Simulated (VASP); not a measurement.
## BaTiO3: single point with PBEsol

The system is BaTiO3.

```
CELL_PARAMETERS angstrom
3.95559 0.00000 0.00000
0.00000 3.95559 0.00000
0.00000 0.00000 4.04339
ATOMIC_POSITIONS crystal
Ba 0.00000 0.00000 0.99813
Ti 0.50000 0.50000 0.48293
O 0.00000 0.50000 0.51709
O 0.50000 0.00000 0.51709
O 0.50000 0.50000 0.02778
```

```json
{
 "Program": "VASP 6.6.1",
 "Task": "single point",
 "Functional": "PBEsol",
 "Potentials or basis": "VASP PAW PBE potentials, release 64 (Ba_sv, Ti_sv, O)",
 "Cutoff": "520 eV",
 "k mesh": "7 × 7 × 7",
 "Occupations": "fermi-dirac, width 0.05 eV",
 "Spin": "no spin polarisation"
}
```

The pressure is 2.0 GPa, the largest force is 0.054 eV/Å and the band gap on the k mesh is 1.90 eV, indirect (least direct gap 2.19 eV).

Forces in eV/Å, atoms in the order of the input:
```
Ba   0.000  0.000  0.034
Ti   0.000  0.000  0.053
O    0.000  0.000 -0.017
O    0.000  0.000 -0.017
O    0.000  0.000 -0.054
```

Stress tensor (GPa, compression positive):
```
1.94 0.00 0.00
0.00 1.94 0.00
0.00 0.00 2.01
```

Levels at points of the mesh, in eV from the valence-band top:
```
           k point  band 17  band 18  band 19  band 20  band 21  band 22  band 23  band 24
(0.00, 0.00, 0.00)    -1.16    -0.38    -0.29    -0.29     1.90     2.28     2.28     4.33
```

It took 64 s on 1 thread of Intel(R) Xeon(R) Platinum 8488C (Sapphire Rapids), with other jobs on the host, peak memory 0.21 GiB.

Caveat: the PAW data sets were made with another functional, which shifts forces and pressure a little; spin-orbit coupling is left out, which moves the levels of the heavy elements. A hybrid or GW would open this gap; PBEsol tends to underestimate it.
